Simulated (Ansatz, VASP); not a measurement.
## Two plane-wave programs on Ni

```xyz
1
Lattice="-1.3837 1.3837 1.3837 1.3837 -1.3837 1.3837 1.3837 1.3837 -1.3837" Properties=species:S:1:pos:R:3 pbc="T T T"
Ni    0.0000    0.0000    0.0000
```

Alike in both runs: task single point; functional r2SCAN; k mesh 24 × 24 × 24; occupations gaussian, width 0.15 eV; collinear spin.

```csv
,VASP,Ansatz
version,VASP 6.6.1,Ansatz 0.2.0
potentials or method,"VASP PAW PBE potentials, release 64 (Ni), cutoff 520 eV","scalar-relativistic, plane waves, PAW"
valence electrons in the cell,10,18
```

```tsv
	VASP	Ansatz	Ansatz less VASP
gap on the k mesh at the Fermi level (eV)	none	none	-
pressure (GPa)	0.3	-0.3	-0.58
net moment per atom (μB)	0.63	0.64	+0.013
size of the moment on the site where the two differ most (μB)	0.64	0.70	+0.053
```

VASP's potentials were made for PBE, not for r2SCAN. Site moments also hang on the region over which each program counts them. A gap of «none» marks a metal or a gap that the smearing closes. The functional is the same, so the differences come from potentials, cutoffs and numerics. VASP's potentials hold 10 valence electrons a cell and Ansatz's 18, so a difference there can come from the potentials and not from the codes. Ansatz's warnings: stability check not made.
